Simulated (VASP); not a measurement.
# SrTiO3 (Pm-3m) in VASP: notebook, part 2 of 2

VASP 6.6.1. The steps go on from the part before.

## 4. Relaxation of cell and atoms, PBE+U

This run uses another cell than the first one, of 11.91 Å³/atom, 0.968 times its volume.

Contents of INCAR:

```
PREC     = Accurate       # precision mode
ENCUT    = 600            # plane-wave cutoff, eV
EDIFF    = 1E-6           # SCF threshold, eV
ISMEAR   = 0              # smearing method
SIGMA    = 0.02           # smearing width, eV
LREAL    = False          # projectors in reciprocal space
LASPH    = True           # aspherical terms in the spheres
NELM     = 150            # most SCF steps
ALGO     = Normal         # electronic algorithm
ISIF     = 3              # what is computed and relaxed
LWAVE    = False          # write WAVECAR
LCHARG   = False          # write CHGCAR
LMAXMIX  = 4              # l up to which the mixer works
LDAU     = True           # DFT+U
LDAUTYPE = 2            
LDAUL    = -1 2 -1        # shell
LDAUU    = 0 4 0          # U, eV
LDAUJ    = 0 0 0        
LDAUPRINT= 1            
GGA      = PE             # functional
IBRION   = 2              # ionic algorithm
NSW      = 100            # ionic steps
EDIFFG   = -0.005         # ionic threshold
```

Contents of KPOINTS:

```
Automatic mesh
0
Gamma
  8 8 8
```

Contents of POSCAR:

```
SrTiO3
1.0
    3.9050000000      0.0000000000      0.0000000000
    0.0000000000      3.9050000000      0.0000000000
    0.0000000000      0.0000000000      3.9050000000
Sr Ti O
1 1 3
Direct
    0.0000000000      0.0000000000      0.0000000000
    0.5000000000      0.5000000000      0.5000000000
    0.0000000000      0.5000000000      0.5000000000
    0.5000000000      0.0000000000      0.5000000000
    0.5000000000      0.5000000000      0.0000000000
```

Potentials or basis: VASP PAW PBE potentials, release 64 (Sr_sv, Ti_sv, O).

Started as:

```sh
> cat potpaw_PBE.64/Sr_sv/POTCAR potpaw_PBE.64/Ti_sv/POTCAR potpaw_PBE.64/O/POTCAR > POTCAR
> mpirun -np 1 vasp_std > vasp.out
```

OUTCAR:

```text
PREC = Accurate
   ENCUT = 600
   EDIFF = 1E-6
   ISMEAR = 0
   LREAL = False
   LASPH = True
   NELM = 150
   ISIF = 3
   GGA = PE
   IBRION = 2
   NSW = 100
   EDIFFG = -0.005

 ion  position               nearest neighbor table
   1  0.000  0.000  0.000-   3 2.76   4 2.76   5 2.76   3 2.76   4 2.76   3 2.76   5 2.76   3 2.76
                             4 2.76   5 2.76   4 2.76   5 2.76   2 3.38   2 3.38   2 3.38   2 3.38
   2  0.500  0.500  0.500-   3 1.95   4 1.95   5 1.95   5 1.95   4 1.95   3 1.95   1 3.38   1 3.38
                             1 3.38   1 3.38   1 3.38   1 3.38   1 3.38   1 3.38
   3  0.000  0.500  0.500-   2 1.95   2 1.95   1 2.76   1 2.76   1 2.76   1 2.76
   4  0.500  0.000  0.500-   2 1.95   2 1.95   1 2.76   1 2.76   1 2.76   1 2.76
   5  0.500  0.500  0.000-   2 1.95   2 1.95   1 2.76   1 2.76   1 2.76   1 2.76

  LATTYP: Found a simple cubic cell.
 ALAT       =     3.9050000000
[... 305 lines left out ...]

 Free energy of the ion-electron system (eV)
  ---------------------------------------------------
  ext. energy  EPLUGINS =         0.00000000
  ---------------------------------------------------
  free energy    TOTEN  =       -37.41464727 eV

  energy without entropy =      -37.41464727  energy(sigma->0) =      -37.41464727

 E-fermi :   4.0572     XC(G=0): -11.0299

 val. band max:        3.9178578370   @ k =   0.5000   0.5000   0.5000
 cond. band min:       6.1910442447   @ k =   0.0000   0.0000   0.0000
 fundamental gap:      2.2731864077
 Fermi energy:         4.0571559553

 k-point     1 :       0.0000    0.0000    0.0000
  band No.  band energies     occupation
      1     -53.8055      2.00000
      2     -29.9738      2.00000
      3     -29.9738      2.00000
      4     -29.9738      2.00000
      5     -29.0179      2.00000
      6     -13.4020      2.00000
[... 637 lines left out ...]
     23       8.2917      0.00000
     24       9.2274      0.00000

 [... further k-points ...]
[... 5 lines left out ...]
  --------------------------------------------------------------------------------------
  -------------------------------------------------------------------------------------
  Total       -0.0183189     -0.0183189     -0.0183189      0.0000000      0.0000000      0.0000000
  in kB       -0.4699804     -0.4699804     -0.4699804      0.0000000      0.0000000      0.0000000
  external PRESSURE =      -0.4699804 kB  Pullay stress =       0.0000000 kB
[... 20 lines left out ...]
  FREE ENERGIE OF THE ION-ELECTRON SYSTEM (eV)
  ---------------------------------------------------
  free  energy   TOTEN  =       -37.4146472675 eV

  energy  without entropy=      -37.4146472675  energy(sigma->0) =      -37.41464727

 reached required accuracy - stopping structural energy minimisation
```

Wall time 48 s (1 thread of Intel Xeon 6975P-C (Granite Rapids), shared host); peak memory 0.23 GiB.

Results:

```yaml
Free_energy: -37.4146 eV
Relaxed_volume: 12.49 Å³/atom
Relaxed_cell: a = 3.967 Å, b = 3.967 Å, c = 3.967 Å, α = 90.00°, β = 90.00°, γ = 90.00°
Space_group_after_relaxing_to_0.05_Å: Pm-3m (No. 221)
Energy_gained_by_relaxing: 14.9 meV/atom
Ionic_steps: 3
Pressure_after_relaxing: 0.0 GPa
Band_gap_on_the_k_mesh: 2.27 eV, indirect (least direct gap 2.71 eV)
```

The path:
```tsv
step	energy change (eV)	largest force (eV/Å)	pressure (GPa)	volume (Å³)
1	0.0000	0.0000	8.62	59.55
2	-0.0142	0.0000	-6.60	65.24
3	-0.0745	0.0000	-0.05	62.45
```

Final structure:
```yaml
crystal:
  lattice:
    - [3.96743, 0.00000, 0.00000]
    - [0.00000, 3.96743, 0.00000]
    - [0.00000, 0.00000, 3.96743]
  atoms:
    - { symbol: Sr, position: [0.00000, 0.00000, 0.00000] }
    - { symbol: Ti, position: [0.50000, 0.50000, 0.50000] }
    - { symbol: O, position: [0.00000, 0.50000, 0.50000] }
    - { symbol: O, position: [0.50000, 0.00000, 0.50000] }
    - { symbol: O, position: [0.50000, 0.50000, 0.00000] }
```

Eigenvalues of the final occupation matrices:
| site | spin | trace | eigenvalues |
| --- | --- | --- | --- |
| site 2 d | 1 | 0.79 | 0.10 0.10 0.10 0.24 0.24 |
| site 2 d | 2 | 0.79 | 0.10 0.10 0.10 0.24 0.24 |

## 5. Single point, PBE+U

Contents of INCAR:

```
PREC     = Accurate       # precision mode
ENCUT    = 910            # plane-wave cutoff, eV
EDIFF    = 1E-6           # SCF threshold, eV
ISMEAR   = 0              # smearing method
SIGMA    = 0.05           # smearing width, eV
LREAL    = F              # projectors in reciprocal space
LASPH    = T              # aspherical terms in the spheres
NELM     = 200            # most SCF steps
ALGO     = Normal         # electronic algorithm
ISIF     = 2              # what is computed and relaxed
LWAVE    = F              # write WAVECAR
LCHARG   = F              # write CHGCAR
LMAXMIX  = 4              # l up to which the mixer works
LDAU     = T              # DFT+U
LDAUTYPE = 2            
LDAUL    = -1 2 -1        # shell
LDAUU    = 0 4 0          # U, eV
LDAUJ    = 0 0 0        
LDAUPRINT= 1            
GGA      = PE             # functional
NBANDS   = 28             # bands
GGA_COMPAT= F
```

Contents of KPOINTS:

```
regular mesh
0
Gamma
  6 6 6
```

Changes to POSCAR since step 4:

```diff
@@ -2,5 +2,5 @@
 1.0
-    3.9050000000      0.0000000000      0.0000000000
-    0.0000000000      3.9050000000      0.0000000000
-    0.0000000000      0.0000000000      3.9050000000
+    3.9471047630      0.0000000000      0.0000000000
+    0.0000000000      3.9471047630      0.0000000000
+    0.0000000000      0.0000000000      3.9471047630
 Sr Ti O
```

Potentials or basis: VASP PAW PBE potentials, release 64 (Sr_sv, Ti_sv, O_h).

Started as:

```sh
> cat potpaw_PBE.64/Sr_sv/POTCAR potpaw_PBE.64/Ti_sv/POTCAR potpaw_PBE.64/O_h/POTCAR > POTCAR
> mpirun -np 1 vasp_std > vasp.out
```

Wall time 49 s (1 thread of AMD EPYC 9R45 (Zen 5), shared host); peak memory 0.25 GiB.

The run converged. Its results:

| Item | Value |
| --- | --- |
| Free energy | -37.4280 eV |
| Pressure | 2.4 GPa |
| Band gap on the k mesh | 2.31 eV, indirect (least direct gap 2.74 eV) |

Levels at points of the mesh, in eV from the valence-band top:
```
           k point  band 16  band 17  band 18  band 19  band 20  band 21  band 22  band 23  band 24  band 25
(0.00, 0.00, 0.00)    -1.13    -1.13    -0.43    -0.43    -0.43     2.31     2.31     2.31     4.12     4.12
(0.50, 0.00, 0.00)    -2.18    -2.18    -1.91    -0.80    -0.80     2.50     4.09     4.09     4.12     6.15
(0.50, 0.50, 0.00)    -2.65    -1.89    -1.56    -1.56    -0.09     4.10     4.10     4.56     5.00     7.71
(0.50, 0.50, 0.50)    -3.56    -3.56     0.00     0.00     0.00     4.76     4.76     4.76     6.76     6.76
```

Eigenvalues of the final occupation matrices:
```tsv
site	spin	trace	eigenvalues
site 2 d	1	0.80	0.10 0.10 0.10 0.25 0.25
site 2 d	2	0.80	0.10 0.10 0.10 0.25 0.25
```

Caveat: the cutoff is under 1.25 times the usual one of these potentials, so pressure, stress and relaxed cells hold a basis-set (Pulay) error. A k mesh can miss the band edges.

## 6. Single point, PBE+U

Contents of INCAR:

```
SYSTEM = SrTiO3
  PREC = Accurate
  ENCUT = 910
  EDIFF = 1E-6
  ISMEAR = 0
  SIGMA = 0.02
  LREAL = .FALSE.
  LASPH = .TRUE.
  NELM = 200
  ALGO = Normal
  ISIF = 2
  LWAVE = .FALSE.
  LCHARG = .TRUE.
  LMAXMIX = 4
  LDAU = .TRUE.
  LDAUTYPE = 2
  LDAUL = -1 2 -1
  LDAUU = 0 4 0
  LDAUJ = 0 0 0
  LDAUPRINT = 1
  GGA = PE
  LELF = .TRUE.
  LVHAR = .TRUE.
  NBANDS = 28
  GGA_COMPAT = .FALSE.
```

Contents of KPOINTS:

```
Automatic mesh
0
G
  8 8 8
  0 0 0
```

POSCAR is that of step 5.

Potentials or basis: VASP PAW PBE potentials, release 64 (Sr_sv, Ti_sv, O_h).

Started as:

```sh
> cat potpaw_PBE.64/Sr_sv/POTCAR potpaw_PBE.64/Ti_sv/POTCAR potpaw_PBE.64/O_h/POTCAR > POTCAR
> mpirun -np 1 vasp_std > vasp.out
```

Run time: 1.8 min. Hardware: 1 thread of Intel Xeon Platinum 8375C at 2.90GHz (Ice Lake), shared host; peak memory 0.33 GiB.

The run converged. Its results:

```
Free energy            : -37.4286 eV
Pressure               : 2.4 GPa
Band gap on the k mesh : 2.31 eV, indirect (least direct gap 2.74 eV)
```

Levels at points of the mesh, in eV from the valence-band top:
```tsv
k point	band 17	band 18	band 19	band 20	band 21	band 22	band 23	band 24
(0.00, 0.00, 0.00)	-1.13	-0.43	-0.43	-0.43	2.31	2.31	2.31	4.12
(0.50, 0.00, 0.00)	-2.18	-1.91	-0.80	-0.80	2.50	4.09	4.09	4.13
(0.50, 0.50, 0.00)	-1.89	-1.56	-1.56	-0.09	4.10	4.10	4.56	5.00
(0.50, 0.50, 0.50)	-3.56	0.00	0.00	0.00	4.76	4.76	4.76	6.76
```

Eigenvalues of the final occupation matrices:
```csv
site,spin,trace,eigenvalues
site 2 d,1,0.80,0.10 0.10 0.10 0.25 0.25
site 2 d,2,0.80,0.10 0.10 0.10 0.25 0.25
```

Caveat: the cutoff is under 1.25 times the usual one of these potentials, so pressure, stress and relaxed cells hold a basis-set (Pulay) error. A k mesh can miss the band edges.

## 7. Summary

| task | potentials or basis | cell | k mesh | cutoff (eV) | smearing | second run | gap on the mesh (eV) | pressure (GPa) |
| --- | --- | --- | --- | --- | --- | --- | --- | --- |
| single point | VASP PAW PBE potentials, release 64 (Sr_sv, Ti_sv, O) | a = 3.947 Å, 5 atoms | 6 × 6 × 6 | 520 | gaussian 0.05 eV | - | 2.31 | 2.7 |
| single point | VASP PAW PBE potentials, release 64 (Sr_sv, Ti_sv, O) | a = 3.947 Å, 5 atoms | 8 × 8 × 8 | 520 | gaussian 0.02 eV | - | 2.31 | 2.7 |
| relaxation of cell and atoms | VASP PAW PBE potentials, release 64 (Sr_sv, Ti_sv, O) | relaxed from a = 3.905 Å, 5 atoms | 8 × 8 × 8 | 600 | gaussian 0.02 eV | - | 2.27 | 0.0 |
| single point | VASP PAW PBE potentials, release 64 (Sr_sv, Ti_sv, O_h) | a = 3.947 Å, 5 atoms | 6 × 6 × 6 | 910 | gaussian 0.05 eV | hard_potentials | 2.31 | 2.4 |
| single point | VASP PAW PBE potentials, release 64 (Sr_sv, Ti_sv, O_h) | a = 3.947 Å, 5 atoms | 8 × 8 × 8 | 910 | gaussian 0.02 eV | hard_potentials | 2.31 | 2.4 |

Alike in all rows: level PBE+U; no spin polarisation; Ti d U = 4.0 eV.

Caveats: the cutoff is under 1.25 times the usual one of these potentials, so pressure, stress and relaxed cells hold a basis-set (Pulay) error (some runs).

Total energies depend on the potentials used, so only differences within one code and one set of settings carry meaning.
